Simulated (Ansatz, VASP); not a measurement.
**Ba: VASP beside Ansatz**

```
Ba
1.0
    -2.47878    2.47878    2.47878
     2.47878   -2.47878    2.47878
     2.47878    2.47878   -2.47878
Ba
1
Direct
  0.00000 0.00000 0.00000
```

Alike in both runs: functional PBE; dispersion D4; k mesh 5 × 5 × 5; occupations gaussian, width 0.15 eV; no spin polarisation.

Ansatz relaxed the structure, and its values are those at the end. VASP's run is a single point on that final structure, the one shown.

|  | VASP | Ansatz |
| --- | --- | --- |
| version | VASP 6.6.1 | Ansatz 0.2.0 |
| potentials or method | VASP PAW PBE potentials, release 64 (Ba_sv), cutoff 520 eV | PAW plane waves |
| valence electrons in the cell | 10 | 10 |

```csv
,VASP,Ansatz,Ansatz less VASP
gap on the k mesh at the Fermi level (eV),none,none,-
pressure (GPa),0.0,0.0,-0.06
```

A gap of «none» marks a metal or a gap that the smearing closes. Ansatz's warnings: dispersion switch in reach, relaxed geometry near dispersion switch.

Neither program's run includes spin-orbit coupling.
